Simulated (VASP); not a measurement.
Set up this calculation in VASP 6.6.1, as the native input.

* Task: single point
* Functional: PBEsol
* Potentials or basis: VASP PAW PBE potentials, release 64 (Nb_sv)
* Cutoff: 520 eV
* k mesh: 20 × 20 × 20
* Occupations: gaussian, width 0.15 eV
* Spin: no spin polarisation
* Dipole correction: no
* Further INCAR settings: ALGO = Fast; EDIFF = 1e-06; NBANDS = 12

The structure of Nb lies in POSCAR:

```
Nb
1.0
    0.0000000000      2.2842000000      2.2842000000
    2.2842000000      0.0000000000      2.2842000000
    2.2842000000      2.2842000000      0.0000000000
Nb
1
Direct
    0.0000000000      0.0000000000      0.0000000000
```

This isn't the form of Nb at room conditions, which is bcc.

This cell differs from its parent crystal: strain +0.080 along x and y, +0.080 along z.

These files were run (other wordings do the same):

INCAR

```
SYSTEM = Nb
ALGO = Fast
EDIFF = 1E-6
ENCUT = 520
GGA = PS
ISIF = 2
ISMEAR = 0
LASPH = .True.
LCHARG = .False.
LREAL = .False.
LWAVE = .False.
NBANDS = 12
NELM = 80
PREC = Accurate
SIGMA = 0.15
```

KPOINTS

```
k-points
0
Gamma
  20 20 20
  0 0 0
```

Potentials or basis: VASP PAW PBE potentials, release 64 (Nb_sv).

Launch:

```bash
$ cat potpaw_PBE.64/Nb_sv/POTCAR > POTCAR
$ mpirun -np 1 vasp_std > vasp.out
```

Results of the run:

| Item | Value |
| --- | --- |
| Pressure | -28.6 GPa |
| Band gap on the k mesh | zero (an odd number of electrons rules out a gap without spin polarisation) |

Caveat: the cell differs from its parent crystal (strain +0.080 along x and y, +0.080 along z); the cell stands under tension; the PAW data sets were made with another functional, which shifts forces and pressure a little.

Wall time 59 s on 1 thread of Intel(R) Xeon(R) Platinum 8559C (Emerald Rapids) (shared host), peak memory 0.18 GiB.
